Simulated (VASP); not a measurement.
# Ge (Fd-3m) in VASP: further runs

The runs below take Ge through single point, relaxation of cell and atoms, with LDA.

Everything below comes from runs of VASP 6.6.1. Logs are shortened: lines on timing, memory, paths and dates and some standing lists are left out, and cuts for length are marked.

**1. The cell of the first run**

It takes space group Fd-3m (No. 227, cubic). The conventional cell has a = 5.622 Å, b = 5.622 Å, c = 5.622 Å, α = 90.00°, β = 90.00°, γ = 90.00°. Ge (site symmetry -43m) has 4 Ge at 2.43 Å within 3.2 Å.

**2. Single point, LDA**

Input file INCAR:

```
ALGO = Normal ; EDIFF = 1E-6
ENCUT = 520 ; ISIF = 2
ISMEAR = -1 ; LASPH = True
LCHARG = False ; LREAL = False
LWAVE = False ; NBANDS = 21
NELM = 60 ; PREC = Accurate
SIGMA = 0.02
```

Input file KPOINTS:

```
k-points
0
Gamma
  10 10 10
```

Input file POSCAR:

```
Ge
1.0
    0.0000000000      2.8108505727      2.8108505727
    2.8108505727      0.0000000000      2.8108505727
    2.8108505727      2.8108505727      0.0000000000
Ge
2
Direct
   -0.1250000000     -0.1250000000     -0.1250000000
    0.1250000000      0.1250000000      0.1250000000
```

Potentials or basis: VASP PAW LDA potentials, release 64 (Ge_d).

On the command line:

```console
> cat potpaw_LDA.64/Ge_d/POTCAR > POTCAR
> mpirun -np 1 vasp_std > vasp.out
```

OUTCAR:

```text
EDIFF = 1E-6
   ENCUT = 520
   ISIF = 2
   ISMEAR = -1
   LASPH = True
   LREAL = False
   NELM = 60
   PREC = Accurate

 ion  position               nearest neighbor table
   1  0.875  0.875  0.875-   2 2.43   2 2.43   2 2.43   2 2.43
   2  0.125  0.125  0.125-   1 2.43   1 2.43   1 2.43   1 2.43

  LATTYP: Found a face centered cubic cell.
 ALAT       =     5.6217011454

  Lattice vectors:

 A1 = (   0.0000000000,   2.8108505727,   2.8108505727)
 A2 = (   2.8108505727,   0.0000000000,   2.8108505727)
 A3 = (   2.8108505727,   2.8108505727,   0.0000000000)

Analysis of symmetry for initial positions (statically):
=====================================================================
 Subroutine PRICEL returns:
 Original cell was already a primitive cell.

 Routine SETGRP: Setting up the symmetry group for a
 face centered cubic supercell.

 Subroutine GETGRP returns: Found 48 space group operations
 (whereof 12 operations were pure point group operations)
 out of a pool of 48 trial point group operations.

The static configuration has the point symmetry D_3d.
 The point group associated with its full space group is O_h .

Analysis of symmetry for dynamics (positions and initial velocities):
=====================================================================
 Subroutine PRICEL returns:
 Original cell was already a primitive cell.

 Routine SETGRP: Setting up the symmetry group for a
 face centered cubic supercell.

 Subroutine GETGRP returns: Found 48 space group operations
 (whereof 12 operations were pure point group operations)
 out of a pool of 48 trial point group operations.

The dynamic configuration has the point symmetry D_3d.
 The point group associated with its full space group is O_h .

 Subroutine INISYM returns: Found 48 space group operations
 (whereof 12 operations are pure point group operations),
 and found     1 'primitive' translations

----------------------------------------------------------------------------------------

                                     Primitive cell

  volume of cell :      44.4164

  direct lattice vectors                    reciprocal lattice vectors
     0.000000000  2.810850573  2.810850573    -0.177882099  0.177882099  0.177882099
     2.810850573  0.000000000  2.810850573     0.177882099 -0.177882099  0.177882099
     2.810850573  2.810850573  0.000000000     0.177882099  0.177882099 -0.177882099

  length of vectors
     3.975143002  3.975143002  3.975143002     0.308100833  0.308100833  0.308100833

  position of ions in fractional coordinates (direct lattice)
[... 72 lines left out ...]
   ICHARG =      2    charge: 1-file 2-atom 10-const
   ISPIN  =      1    spin polarized calculation?
   LNONCOLLINEAR =      F non collinear calculations
   LSORBIT =      F    spin-orbit coupling
   LASPH  =      T    aspherical Exc in radial PAW
   ENCUT  =  520.0 eV  38.22 Ry    6.18 a.u.   7.39  7.39  7.39*2*pi/ulx,y,z
   NELM   =     60;   NELMIN=  2; NELMDL= -5     # of ELM steps
   EDIFF  = 0.1E-05   stopping-criterion for ELM
   LREAL  =      F    real-space projection
   EDIFFG = 0.1E-04   stopping-criterion for IOM
   NSW    =      0    number of steps for IOM
   IBRION =     -1    ionic relax: 0-MD 1-quasi-New 2-CG
   NFREE  =      0    steps in history (QN), initial steepest desc. (CG)
   ISIF   =      2    stress and relaxation
   ISYM   =      2    0-nonsym 1-usesym 2-fastsym
   POTIM  = 0.5000    time-step for ionic-motion
   TEBEG  =    0.0;   TEEND  =   0.0 temperature during run
   PSTRESS=    0.0 pullay stress
   NELECT =      28.0000    total number of electrons
   NUPDOWN=      -1.0000    fix difference up-down
   EMIN   =  10.00;   EMAX   =-10.00  energy-range for DOS
   EFERMI =   0.00;   METHOD = LEGACY
   ISMEAR =    -1;   SIGMA  =   0.02  broadening in eV -4-tet -1-fermi 0-gaus
   EFERMI_NEDOS =   21; number of points for ismear=-14 and -15
   IALGO  =     38    algorithm
   IMIX   =      4    mixing-type and parameters
     AMIX     =   0.40;   BMIX     =  1.00
     AMIX_MAG =   1.60;   BMIX_MAG =  1.00
  volume/ion in A,a.u.               =      22.21       149.87
  Fermi-wavevector in a.u.,A,eV,Ry     =   1.403718  2.652642 26.809235  1.970423
  Thomas-Fermi vector in A             =   2.526351
   LORBIT       =      0    0 simple, 1 ext, 2 COOP (PROOUT), +10 PAW based schemes
   GGA     = CA    functional components
   LHFCALC =     F    Hartree Fock is set to
   AEXX    =    0.0000 exact exchange contribution
   IVDW    =     0    specifies the selected vdW correction
   LEPSILON=     F    determine dielectric tensor
   LRPA    =     F    only Hartree local field effects (RPA)
 non-spin polarized calculation
  energy-cutoff  :      520.00
  volume of cell :       44.42
 maximum number of plane-waves:      1243
 NGX is ok and might be reduce to    30
   NGX = 15   NGY = 15   NGZ = 15

 number of electron      27.9999982 magnetization

 Free energy of the ion-electron system (eV)
  ---------------------------------------------------
  ext. energy  EPLUGINS =         0.00000000
  ---------------------------------------------------
  free energy    TOTEN  =       -10.38850178 eV

  energy without entropy =      -10.38840982  energy(sigma->0) =      -10.38845580

 E-fermi :   4.9442     XC(G=0): -10.3789

 val. band max:        4.9131159308   @ k =   0.0000   0.0000   0.0000
 cond. band min:       4.9452302574   @ k =   0.0000   0.0000   0.0000
 fundamental gap:      0.0321143266
 Fermi energy:         4.9441779242

 k-point     1 :       0.0000    0.0000    0.0000
  band No.  band energies     occupation
      1     -20.0547      2.00000
      2     -20.0547      2.00000
      3     -20.0547      2.00000
      4     -20.0165      2.00000
      5     -20.0165      2.00000
      6     -19.7952      2.00000
[... 565 lines left out ...]
     20      16.5417      0.00000
     21      16.8033      0.00000

 [... further k-points ...]
[... 5 lines left out ...]
  --------------------------------------------------------------------------------------
  -------------------------------------------------------------------------------------
  Total        0.0566292      0.0566292      0.0566292      0.0000000      0.0000000     -0.0000000
  in kB        2.0427132      2.0427132      2.0427132      0.0000000      0.0000000     -0.0000000
  external PRESSURE =       2.0427132 kB  Pullay stress =       0.0000000 kB

 VOLUME and BASIS-vectors are now :
 -----------------------------------------------------------------------------
  energy-cutoff  :      520.00
  volume of cell :       44.42
      direct lattice vectors                 reciprocal lattice vectors
     0.000000000  2.810850573  2.810850573    -0.177882099  0.177882099  0.177882099
     2.810850573  0.000000000  2.810850573     0.177882099 -0.177882099  0.177882099
     2.810850573  2.810850573  0.000000000     0.177882099  0.177882099 -0.177882099

 POSITION                                       TOTAL-FORCE (eV/Angst)
 -----------------------------------------------------------------------------------
      4.91899      4.91899      4.91899         0.000000      0.000000      0.000000
      0.70271      0.70271      0.70271        -0.000000     -0.000000     -0.000000
 -----------------------------------------------------------------------------------
    total drift:                               -0.000000      0.000000      0.000000

  FREE ENERGIE OF THE ION-ELECTRON SYSTEM (eV)
  ---------------------------------------------------
  free  energy   TOTEN  =       -10.3885017825 eV

  energy  without entropy=      -10.3884098203  energy(sigma->0) =      -10.38845580
```

It took 14 s on 1 thread of Intel Xeon 6975P-C (Granite Rapids), shared host; peak memory 0.16 GiB.

Results:

```yaml
Free_energy: -10.3885 eV
Pressure: 0.2 GPa
Band_gap_on_the_k_mesh: 0.03 eV
```

Levels at points of the mesh, in eV from the valence-band top:
| k point | band 11 | band 12 | band 13 | band 14 | band 15 | band 16 | band 17 | band 18 |
| --- | --- | --- | --- | --- | --- | --- | --- | --- |
| (0.00, 0.00, 0.00) | -12.95 | 0.00 | 0.00 | 0.00 | 0.03 | 2.54 | 2.54 | 2.54 |
| (0.50, 0.00, 0.00) | -10.82 | -7.72 | -1.43 | -1.43 | 0.13 | 3.73 | 3.73 | 6.98 |
| (0.50, 0.50, 0.00) | -9.00 | -9.00 | -3.14 | -3.14 | 0.64 | 0.64 | 9.57 | 9.57 |

A k mesh can miss the band edges.

(Continued in part 2 of 3.)
